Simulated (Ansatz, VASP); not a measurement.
## MgO: VASP beside Ansatz

```
Mg O
1.0
     3.69740    0.00000    0.00000
    -1.84870    3.20204    0.00000
     0.00000    0.00000    4.06980
Mg O
2 2
Direct
  0.66667 0.33333 0.75000
  0.33333 0.66667 0.25000
  0.66667 0.33333 0.25000
  0.33333 0.66667 0.75000
```

Alike in both runs: task single point; functional PBE; k mesh 9 × 9 × 6; occupations gaussian, width 0.05 eV; no spin polarisation.

|  | VASP | Ansatz |
| --- | --- | --- |
| version | VASP 6.6.1 | Ansatz 0.2.0 |
| potentials or method | VASP PAW PBE potentials, release 64 (Mg, O), cutoff 520 eV | scalar-relativistic, plane waves, PAW |
| valence electrons in the cell | 16 | 32 |

Ansatz gave:

- gap on the k mesh at the Fermi level (eV): 3.16
- least direct gap on the mesh (eV): 3.16
- pressure (GPa): -4.1
- traceless stress, the component that is largest in VASP (GPa): 7.76

Task: Estimate VASP's values.

Result: gap on the k mesh at the Fermi level (eV): 3.14; least direct gap on the mesh (eV): 3.14; pressure (GPa): -4.7; traceless stress, the component that is largest in VASP (GPa): 7.72.

VASP's potentials hold 16 valence electrons a cell and Ansatz's 32, so a difference there can come from the potentials and not from the codes.
